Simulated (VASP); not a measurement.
# ZrB2 (P6/mmm) in VASP: notebook, part 2 of 2

VASP 6.6.1.

### Step 5. Single point, PBEsol+U

This run uses another cell than the first one, of 10.25 Å³/atom, 1.037 times its volume.

Input file INCAR:

```
SYSTEM = ZrB2
PREC = Accurate
ENCUT = 520
EDIFF = 1E-6
ISMEAR = -1
SIGMA = 0.05
LREAL = .FALSE.
LASPH = .TRUE.
NELM = 150
ALGO = Normal
ISIF = 2
LWAVE = .FALSE.
LCHARG = .FALSE.
LMAXMIX = 4
LDAU = .TRUE.
LDAUTYPE = 2
LDAUL = 2 -1
LDAUU = 4 0
LDAUJ = 0 0
LDAUPRINT = 1
GGA = PS
NBANDS = 16
```

Input file KPOINTS:

```
regular mesh
0
G
  10 10 8
  0 0 0
```

Input file POSCAR:

```
ZrB2
1.0
    3.1700000000      0.0000000000      0.0000000000
   -1.5850000000      2.7453005300      0.0000000000
    0.0000000000      0.0000000000      3.5330000000
Zr B
1 2
Direct
    0.0000000000      0.0000000000      0.0000000000
    0.6666666667      0.3333333333      0.5000000000
    0.3333333333      0.6666666667      0.5000000000
```

Potentials or basis: VASP PAW PBE potentials, release 64 (Zr_sv, B).

Launch:

```console
> cat potpaw_PBE.64/Zr_sv/POTCAR potpaw_PBE.64/B/POTCAR > POTCAR
> mpirun -np 1 vasp_std > vasp.out
```

OUTCAR:

```text
SYSTEM = ZrB2
   PREC = Accurate
   ENCUT = 520
   EDIFF = 1E-6
   ISMEAR = -1
   LREAL = .FALSE.
   LASPH = .TRUE.
   NELM = 150
   ISIF = 2
   GGA = PS

 ion  position               nearest neighbor table
   1  0.000  0.000  0.000-   2 2.54   3 2.54   2 2.54   3 2.54   2 2.54   2 2.54   3 2.54   3 2.54
                             2 2.54   2 2.54   3 2.54   3 2.54
   2  0.667  0.333  0.500-   3 1.83   3 1.83   3 1.83   1 2.54   1 2.54   1 2.54   1 2.54   1 2.54
                             1 2.54
   3  0.333  0.667  0.500-   2 1.83   2 1.83   2 1.83   1 2.54   1 2.54   1 2.54   1 2.54   1 2.54
                             1 2.54

  LATTYP: Found a hexagonal cell.
 ALAT       =     3.1700000000
 C/A-ratio  =     1.1145110410

  Lattice vectors:

 A1 = (   3.1700000000,   0.0000000000,   0.0000000000)
 A2 = (  -1.5850000000,   2.7453005300,   0.0000000000)
 A3 = (   0.0000000000,   0.0000000000,   3.5330000000)

Analysis of symmetry for initial positions (statically):
=====================================================================
 Subroutine PRICEL returns:
 Original cell was already a primitive cell.

 Routine SETGRP: Setting up the symmetry group for a
 hexagonal supercell.

 Subroutine GETGRP returns: Found 24 space group operations
 (whereof 24 operations were pure point group operations)
 out of a pool of 24 trial point group operations.

The static configuration has the point symmetry D_6h.

Analysis of symmetry for dynamics (positions and initial velocities):
=====================================================================
 Subroutine PRICEL returns:
 Original cell was already a primitive cell.

 Routine SETGRP: Setting up the symmetry group for a
 hexagonal supercell.

 Subroutine GETGRP returns: Found 24 space group operations
 (whereof 24 operations were pure point group operations)
 out of a pool of 24 trial point group operations.

The dynamic configuration has the point symmetry D_6h.

 Subroutine INISYM returns: Found 24 space group operations
 (whereof 24 operations are pure point group operations),
 and found     1 'primitive' translations

----------------------------------------------------------------------------------------

                                     Primitive cell

  volume of cell :      30.7463

  direct lattice vectors                    reciprocal lattice vectors
     3.170000000  0.000000000  0.000000000     0.315457413  0.182129422  0.000000000
    -1.585000000  2.745300530  0.000000000     0.000000000  0.364258845  0.000000000
     0.000000000  0.000000000  3.533000000     0.000000000  0.000000000  0.283045570

  length of vectors
     3.170000000  3.170000000  3.533000000     0.364258845  0.364258845  0.283045570

  position of ions in fractional coordinates (direct lattice)
     0.000000000  0.000000000  0.000000000
     0.666666667  0.333333333  0.500000000
     0.333333333  0.666666667  0.500000000
[... 91 lines left out ...]
   EMIN   =  10.00;   EMAX   =-10.00  energy-range for DOS
   EFERMI =   0.00;   METHOD = LEGACY
   ISMEAR =    -1;   SIGMA  =   0.05  broadening in eV -4-tet -1-fermi 0-gaus
   EFERMI_NEDOS =   21; number of points for ismear=-14 and -15
   IALGO  =     38    algorithm
   IMIX   =      4    mixing-type and parameters
     AMIX     =   0.40;   BMIX     =  1.00
     AMIX_MAG =   1.60;   BMIX_MAG =  1.00
  volume/ion in A,a.u.               =      10.25        69.16
  Fermi-wavevector in a.u.,A,eV,Ry     =   1.369519  2.588016 25.518847  1.875582
  Thomas-Fermi vector in A             =   2.495387
   LORBIT       =      0    0 simple, 1 ext, 2 COOP (PROOUT), +10 PAW based schemes
 LDA+U is selected, type is set to LDAUTYPE =  2
   angular momentum for each species LDAUL =     2   -1
   U (eV)           for each species LDAUU =   4.0  0.0
   J (eV)           for each species LDAUJ =   0.0  0.0
   GGA     = PS    functional components
   LHFCALC =     F    Hartree Fock is set to
   AEXX    =    0.0000 exact exchange contribution
   IVDW    =     0    specifies the selected vdW correction
   LEPSILON=     F    determine dielectric tensor
   LRPA    =     F    only Hartree local field effects (RPA)
 non-spin polarized calculation
  energy-cutoff  :      520.00
  volume of cell :       30.75
 maximum number of plane-waves:       844
 NGX is ok and might be reduce to    24
   NGX = 11   NGY = 11   NGZ = 13

atom =   1  type =  1  l = 2

 onsite density matrix

spin component  1

  0.1750 -0.0000 -0.0000  0.0000 -0.0000
 -0.0000  0.1600  0.0000 -0.0000  0.0000
 -0.0000  0.0000  0.1486 -0.0000  0.0000
  0.0000 -0.0000 -0.0000  0.1600 -0.0000
 -0.0000  0.0000  0.0000 -0.0000  0.1750

spin component  2

  0.1750 -0.0000 -0.0000  0.0000 -0.0000
 -0.0000  0.1600  0.0000 -0.0000  0.0000
 -0.0000  0.0000  0.1486 -0.0000  0.0000
  0.0000 -0.0000 -0.0000  0.1600 -0.0000
 -0.0000  0.0000  0.0000 -0.0000  0.1750

 occupancies and eigenvectors

  o =  0.1486  v = -0.0000 -0.0000 -1.0000 -0.0000  0.0000  0.0000  0.0000  0.0000  0.0000  0.0000      0.0000  0.0000  0.0000  0.0000  0.0000  0.0000  0.0000  0.0000  0.0000  0.0000
  o =  0.1486  v =  0.0000  0.0000  0.0000  0.0000  0.0000 -0.0000 -0.0000 -1.0000 -0.0000  0.0000      0.0000  0.0000  0.0000  0.0000  0.0000  0.0000  0.0000  0.0000  0.0000  0.0000
  o =  0.1600  v =  0.0000 -0.0001  0.0000 -1.0000 -0.0000  0.0000  0.0000  0.0000  0.0000  0.0000      0.0000  0.0000  0.0000  0.0000  0.0000  0.0000  0.0000  0.0000  0.0000  0.0000
  o =  0.1600  v =  0.0000  0.0000  0.0000  0.0000  0.0000  0.0000 -0.0001  0.0000 -1.0000 -0.0000      0.0000  0.0000  0.0000  0.0000  0.0000  0.0000  0.0000  0.0000  0.0000  0.0000
  o =  0.1600  v = -0.0000 -1.0000  0.0000  0.0001  0.0000  0.0000  0.0000  0.0000  0.0000  0.0000      0.0000  0.0000  0.0000  0.0000  0.0000  0.0000  0.0000  0.0000  0.0000  0.0000
  o =  0.1600  v =  0.0000  0.0000  0.0000  0.0000  0.0000 -0.0000 -1.0000  0.0000  0.0001  0.0000      0.0000  0.0000  0.0000  0.0000  0.0000  0.0000  0.0000  0.0000  0.0000  0.0000
  o =  0.1750  v =  0.0000  0.0000  0.0000  0.0000  0.0000 -0.9981  0.0000 -0.0000 -0.0000 -0.0619      0.0000  0.0000  0.0000  0.0000  0.0000  0.0000  0.0000  0.0000  0.0000  0.0000
  o =  0.1750  v = -0.9981  0.0000 -0.0000 -0.0000 -0.0619  0.0000  0.0000  0.0000  0.0000  0.0000      0.0000  0.0000  0.0000  0.0000  0.0000  0.0000  0.0000  0.0000  0.0000  0.0000
  o =  0.1750  v =  0.0619  0.0000 -0.0000  0.0000 -0.9981  0.0000  0.0000  0.0000  0.0000  0.0000      0.0000  0.0000  0.0000  0.0000  0.0000  0.0000  0.0000  0.0000  0.0000  0.0000
  o =  0.1750  v =  0.0000  0.0000  0.0000  0.0000  0.0000  0.0619  0.0000 -0.0000  0.0000 -0.9981      0.0000  0.0000  0.0000  0.0000  0.0000  0.0000  0.0000  0.0000  0.0000  0.0000

 number of electron      18.0000000 magnetization

 Free energy of the ion-electron system (eV)
  ---------------------------------------------------
  ext. energy  EPLUGINS =         0.00000000
  ---------------------------------------------------
  free energy    TOTEN  =       -23.53657154 eV

  energy without entropy =      -23.53391099  energy(sigma->0) =      -23.53524127

 E-fermi :  10.8833     XC(G=0): -12.5436

 val. band max:       10.8446534795   @ k =   0.2000   0.2000   0.1250
 cond. band min:      11.0727398255   @ k =   0.0000   0.0000   0.2500
 fundamental gap:      0.2280863460
 Fermi energy:        10.8832690680

 k-point     1 :       0.0000    0.0000    0.0000
  band No.  band energies     occupation
      1     -38.5499      2.00000
      2     -16.7227      2.00000
      3     -16.1844      2.00000
      4     -16.1844      2.00000
      5      -2.1079      2.00000
      6       8.2272      2.00000
[... 433 lines left out ...]
      3     -16.5965      2.00000
      4     -16.4419      2.00000
      5       1.4160      2.00000
      6       2.6988      2.00000
[... 8 lines left out ...]
     15      19.0918      0.00000
     16      21.0142      0.00000

 [... further k-points ...]
[... 5 lines left out ...]
  --------------------------------------------------------------------------------------
  -------------------------------------------------------------------------------------
  Total        0.9210997      0.9210997      1.3806551      0.0000000     -0.0000000      0.0000000
  in kB       47.9981403     47.9981403     71.9453946      0.0000000     -0.0000000      0.0000000
  external PRESSURE =      55.9805584 kB  Pullay stress =       0.0000000 kB

 VOLUME and BASIS-vectors are now :
 -----------------------------------------------------------------------------
  energy-cutoff  :      520.00
  volume of cell :       30.75
      direct lattice vectors                 reciprocal lattice vectors
     3.170000000  0.000000000  0.000000000     0.315457413  0.182129422  0.000000000
    -1.585000000  2.745300530  0.000000000     0.000000000  0.364258845  0.000000000
     0.000000000  0.000000000  3.533000000     0.000000000  0.000000000  0.283045570

 POSITION                                       TOTAL-FORCE (eV/Angst)
 -----------------------------------------------------------------------------------
      0.00000      0.00000      0.00000        -0.000000      0.000000      0.000000
      1.58500      0.91510      1.76650        -0.000000     -0.000000      0.000000
     -0.00000      1.83020      1.76650         0.000000      0.000000      0.000000
 -----------------------------------------------------------------------------------
    total drift:                               -0.000000      0.000000      0.000000

  FREE ENERGIE OF THE ION-ELECTRON SYSTEM (eV)
  ---------------------------------------------------
  free  energy   TOTEN  =       -23.5365715400 eV

  energy  without entropy=      -23.5339109934  energy(sigma->0) =      -23.53524127
```

stdout:

```text
POSCAR found type information on POSCAR ZrB
 POSCAR found :  2 types and       3 ions
 scaLAPACK will be used
 -----------------------------------------------------------------------------
|                                                                             |
|                                                                             |
|     You enforced a specific xc type in the INCAR file but a different       |
|     I HOPE YOU KNOW WHAT YOU ARE DOING!                                     |
|                                                                             |
 -----------------------------------------------------------------------------

 LDA part: xc-table for (Slater+PW92), standard interpolation
 POSCAR, INCAR and KPOINTS ok, starting setup
 FFT: planning ... GRIDC
 FFT: planning ... GRID_SOFT
 FFT: planning ... GRID
 WAVECAR not read
 entering main loop
```

It took 16 s on 1 thread of AMD EPYC 9R45 (Zen 5), shared host; peak memory 0.13 GiB.

Results:

| Quantity | Value |
| --- | --- |
| Free energy | -23.5366 eV |
| Pressure | 5.6 GPa |
| Band gap on the k mesh | zero (band 9 reaches 11.63 eV, above the bottom of band 10 at 10.71 eV) |

Levels at points of the mesh, in eV from the Fermi level:
| k point | band 6 | band 7 | band 8 | band 9 | band 10 | band 11 | band 12 | band 13 |
| --- | --- | --- | --- | --- | --- | --- | --- | --- |
| (0.00, 0.00, 0.00) | -2.66 | -2.65 | -2.65 | -2.56 | 3.83 | 3.83 | 4.36 | 4.36 |
| (0.50, 0.00, 0.00) | -8.73 | -3.86 | -3.26 | -2.60 | 1.95 | 2.66 | 5.27 | 5.30 |
| (0.00, 0.00, 0.50) | -7.37 | -1.13 | -1.13 | 0.50 | 0.50 | 1.02 | 1.02 | 2.14 |
| (0.50, 0.00, 0.50) | -7.23 | -4.65 | -4.22 | -2.40 | 3.78 | 4.09 | 5.72 | 6.60 |

Eigenvalues of the final occupation matrices:
```tsv
site	spin	trace	eigenvalues
site 1 d	1	0.82	0.15 0.16 0.16 0.17 0.17
site 1 d	2	0.82	0.15 0.16 0.16 0.17 0.17
```

Caveat: the PAW data sets were made with another functional, which shifts forces and pressure a little; U without spin polarisation on a metal has little footing; the U is typed as a test and isn't derived for this compound.

### Step 6. Single point, PBEsol+U

This run uses another cell than the first one, of 10.25 Å³/atom, 1.037 times its volume.

Input file INCAR:

```
SYSTEM = ZrB2
PREC     = Accurate       ! precision mode
ENCUT    = 520            ! plane-wave cutoff, eV
EDIFF    = 1E-7           ! SCF threshold, eV
ISMEAR   = -1             ! smearing method
SIGMA    = 0.05           ! smearing width, eV
LREAL    = .False.        ! projectors in reciprocal space
LASPH    = .True.         ! aspherical terms in the spheres
NELM     = 150            ! most SCF steps
ALGO     = Normal         ! electronic algorithm
ISIF     = 2              ! what is computed and relaxed
LWAVE    = .False.        ! write WAVECAR
LCHARG   = .True.         ! write CHGCAR
LMAXMIX  = 4              ! l up to which the mixer works
LDAU     = .True.         ! DFT+U
LDAUTYPE = 2            
LDAUL    = 2 -1           ! shell
LDAUU    = 6 0            ! U, eV
LDAUJ    = 0 0          
LDAUPRINT= 1            
GGA      = PS             ! functional
LELF     = .True.         ! ELF
LVHAR    = .True.       
NBANDS   = 16             ! bands
```

Input file KPOINTS:

```
regular mesh
0
Gamma
  10 10 8
  0 0 0
```

POSCAR is that of step 5.

Potentials or basis: VASP PAW PBE potentials, release 64 (Zr_sv, B).

Launch:

```console
> cat potpaw_PBE.64/Zr_sv/POTCAR potpaw_PBE.64/B/POTCAR > POTCAR
> mpirun -np 1 vasp_std > vasp.out
```

Wall time 18 s (1 thread of AMD EPYC 9R45 (Zen 5), shared host); peak memory 0.13 GiB.

The run converged. Its results:

```yaml
Free_energy: -22.1998 eV
Pressure: 10.5 GPa
Band_gap_on_the_k_mesh: zero (band 9 reaches 11.97 eV, above the bottom of band 10 at 10.98 eV)
```

Stress tensor (GPa, compression positive):
```
 9.33  0.00  0.00
 0.00  9.33  0.00
 0.00  0.00 12.86
```

Levels at points of the mesh, in eV from the Fermi level:
| k point | band 7 | band 8 | band 9 | band 10 | band 11 | band 12 |
| --- | --- | --- | --- | --- | --- | --- |
| (0.00, 0.00, 0.00) | -2.72 | -2.72 | -2.59 | 4.02 | 4.02 | 4.36 |
| (0.50, 0.00, 0.00) | -3.90 | -3.44 | -2.60 | 1.73 | 2.82 | 5.34 |
| (0.00, 0.00, 0.50) | -1.29 | -1.29 | 0.55 | 0.55 | 1.10 | 1.10 |
| (0.50, 0.00, 0.50) | -4.73 | -4.31 | -2.67 | 3.55 | 4.23 | 5.89 |

Eigenvalues of the final occupation matrices:
| site | spin | trace | eigenvalues |
| --- | --- | --- | --- |
| site 1 d | 1 | 0.77 | 0.14 0.15 0.15 0.17 0.17 |
| site 1 d | 2 | 0.77 | 0.14 0.15 0.15 0.17 0.17 |

Caveat: the PAW data sets were made with another functional, which shifts forces and pressure a little; U without spin polarisation on a metal has little footing; the U is typed as a test and isn't derived for this compound.

### Step 7. The runs side by side

| task | level | potentials or basis | spin | U | cell | k mesh | cutoff (eV) | gap on the mesh (eV) | pressure (GPa) |
| --- | --- | --- | --- | --- | --- | --- | --- | --- | --- |
| single point | LDA | VASP PAW LDA potentials, release 64 (Zr_sv, B) | off | - | a = 3.132, b = 3.132, c = 3.492 Å, angles 90.0, 90.0, 120.0°, 3 atoms | 10 × 10 × 8 | 520 | none | 0.5 |
| relaxation of cell and atoms | LDA | VASP PAW LDA potentials, release 64 (Zr_sv, B) | off | - | relaxed from a = 3.170, b = 3.170, c = 3.533 Å, angles 90.0, 90.0, 120.0°, 3 atoms | 10 × 10 × 8 | 600 | none | 0.1 |
| single point | PBE | VASP PAW PBE potentials, release 64 (Zr_sv, B) | non-collinear, zero start, SOC | - | a = 3.170, b = 3.170, c = 3.533 Å, angles 90.0, 90.0, 120.0°, 3 atoms | 7 × 7 × 6 | 520 | - | 0.9 |
| single point | PBEsol+U | VASP PAW PBE potentials, release 64 (Zr_sv, B) | off | Zr d U = 4.0 eV | a = 3.170, b = 3.170, c = 3.533 Å, angles 90.0, 90.0, 120.0°, 3 atoms | 10 × 10 × 8 | 520 | none | 5.6 |
| single point | PBEsol+U | VASP PAW PBE potentials, release 64 (Zr_sv, B) | off | Zr d U = 6.0 eV | a = 3.170, b = 3.170, c = 3.533 Å, angles 90.0, 90.0, 120.0°, 3 atoms | 10 × 10 × 8 | 520 | none | 10.5 |

Alike in all rows: smearing fermi-dirac 0.05 eV.

Caveats: the PAW data sets were made with another functional, which shifts forces and pressure a little (some runs); U without spin polarisation on a metal has little footing (some runs); the U is typed as a test and isn't derived for this compound (some runs).

Absolute energies hang on the potentials; compare differences alone.
